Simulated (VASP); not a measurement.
Ti6H: single point with r2SCAN

System: Ti6H, a slab with vacuum.

```
CELL_PARAMETERS angstrom
5.90000 0.00000 0.00000
2.95000 5.10955 0.00000
0.00000 0.00000 17.68460
ATOMIC_POSITIONS crystal
Ti 0.00000 0.00000 0.05655
Ti 0.50000 0.00000 0.05655
Ti 0.00000 0.50000 0.05655
Ti 0.50000 0.50000 0.05655
Ti 0.83257 0.33404 0.18797
Ti 0.35017 0.32011 0.16714
Ti 0.83249 0.83364 0.18746
Ti 0.33943 0.81876 0.18927
Ti 0.97469 0.01178 0.32074
Ti 0.55386 0.95522 0.31383
Ti 0.94586 0.54574 0.32453
Ti 0.51482 0.50040 0.31944
H 0.68230 0.42819 0.22904
H 0.43498 0.96238 0.14264
```

```
Program                : VASP 6.6.1
Task                   : single point
Functional             : r2SCAN
Potentials or basis    : VASP PAW PBE potentials, release 64 (Ti_sv, H)
Cutoff                 : 520 eV
k mesh                 : 2 × 2 × 1
Occupations            : fermi-dirac, width 0.15 eV
Spin                   : no spin polarisation
Dipole correction      : no
Further INCAR settings : ALGO = Normal; EDIFF = 1e-06; NBANDS = 86
```

- Largest force: 27.412 eV/Å
- Band gap on the k mesh: zero (bands 73 and 74 overlap by 0.49 eV)

Forces in eV/Å, atoms in the order of the input:
```
Ti    0.019  -0.025   0.559
Ti    0.049  -0.717  -2.490
Ti   -0.160   0.377  -0.149
Ti    0.502   0.282  -0.263
Ti   15.125 -12.177 -18.215
Ti   -0.732   0.046   2.179
Ti    0.715  -0.318  -0.825
Ti   -2.893  -1.816   1.983
Ti    0.695  -0.263  -0.221
Ti   -1.440   1.598   0.441
Ti    1.370  -1.313  -0.145
Ti   -0.241  -0.322  -0.759
H   -15.894  12.367  18.597
H     2.885   2.281  -0.691
```

Levels at points of the mesh, in eV from the Fermi level:
```
           k point  band 70  band 71  band 72  band 73  band 74  band 75  band 76  band 77  band 78  band 79
(0.00, 0.00, 0.00)     0.03     0.13     0.20     0.40     0.45     0.53     0.61     0.74     0.78     0.84
(0.50, 0.00, 0.00)    -0.39    -0.33    -0.23    -0.14    -0.06    -0.03     0.10     0.19     0.23     0.41
(0.50, 0.50, 0.00)    -0.38    -0.33    -0.21    -0.13    -0.04     0.00     0.11     0.16     0.32     0.46
(0.00, 0.50, 0.00)    -0.37    -0.28    -0.17    -0.13    -0.09     0.01     0.07     0.14     0.26     0.42
```

Run time: 21 min on 1 thread of Intel(R) Xeon(R) 6975P-C (Granite Rapids), on a shared host, peak memory 0.79 GiB.

Caveat: the k points lie up to 0.61 Å⁻¹ apart; atoms lie so close that the PAW spheres overlap strongly, which falsifies energies and pressures; the PAW data sets were made with another functional, which shifts forces and pressure a little.
